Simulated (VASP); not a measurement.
Ca: electric field gradients with PBE

The system is Ca.

```
CELL_PARAMETERS angstrom
4.02041 0.00000 0.00000
-2.01020 3.48177 0.00000
0.00000 0.00000 6.38960
ATOMIC_POSITIONS crystal
Ca 0.33333 0.66667 0.25000
Ca 0.66667 0.33333 0.75000
```

This isn't the form of Ca at room conditions, which is fcc.

This cell differs from its parent crystal: z stretched by -2 % at fixed volume.

* Program: VASP 6.6.1
* Task: electric field gradients
* Functional: PBE
* Potentials or basis: VASP PAW PBE potentials, release 64 (Ca_sv)
* Cutoff: 520 eV
* k mesh: 11 × 11 × 6
* Occupations: fermi-dirac, width 0.08 eV
* Spin: no spin polarisation
* Dipole correction: no
* Further INCAR settings: ALGO = Normal; EDIFF = 1e-08; NBANDS = 17

```yaml
Pressure: -0.8 GPa
Band_gap_on_the_k_mesh: zero (bands 10 and 11 overlap by 0.37 eV)
Largest_electric_field_gradient_by_atom: Ca -1.0 V/Å²
```

Stress tensor (GPa, compression positive):
```
-1.09  0.00  0.00
 0.00 -1.09  0.00
 0.00  0.00 -0.19
```

Levels at points of the mesh, in eV from the Fermi level:
```csv
k point,band 6,band 7,band 8,band 9,band 10,band 11,band 12,band 13,band 14,band 15
"(0.00, 0.00, 0.00)",-23.10,-23.10,-23.10,-3.97,-0.92,-0.13,2.18,2.18,2.31,2.50
"(0.00, 0.00, 0.50)",-23.11,-23.11,-23.11,-2.95,-2.95,1.45,1.45,2.15,2.15,2.15
```

Electric field gradients, principal values (V/Å²):
```
atom  least  middle  greatest (by size)
1 Ca  0.509   0.511              -1.021
2 Ca  0.509   0.511              -1.021
```

Wall time 61 s on 1 thread of Intel(R) Xeon(R) Platinum 8488C (Sapphire Rapids), on a shared host, peak memory 0.24 GiB.

Caveat: without QUAD_EFG the Cq values of the log hold for a quadrupole moment of 1 mb, not for the nuclei.
